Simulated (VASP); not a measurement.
Input of a VASP 6.6.1 run:

The input INCAR:

```
SYSTEM = Ga
  ALGO = Fast
  EDIFF = 1E-7
  EDIFFG = -0.04
  ENCUT = 600
  GGA = PE
  IBRION = 2
  ISIF = 3
  ISMEAR = 0
  LASPH = .True.
  LCHARG = .False.
  LREAL = .False.
  LWAVE = .False.
  NELM = 100
  NSW = 90
  PREC = Accurate
  SIGMA = 0.1
```

Contents of KPOINTS:

```
k-points
0
Gamma
  8 8 8
  0 0 0
```

POSCAR

```
Ga
1.0
    0.0000000000      1.8968410000      3.0481717500
    1.6437625100      0.0000000000      3.0481717500
    1.6437625100      1.8968410000      0.0000000000
Ga
1
Direct
    0.5000000000      0.5000000000      0.5000000000
```

Potentials or basis: VASP PAW PBE potentials, release 64 (Ga_d).

The run is started by

```bash
$ cat potpaw_PBE.64/Ga_d/POTCAR > POTCAR
$ mpirun -np 1 vasp_std > vasp.out
```

(1) What does it give for the space group after relaxing (to 0.1 Å)?

(2) What does it give for the relaxed volume?

## Answers

(1) I4/mmm (No. 139).

(2) 18.96 Å³/atom.
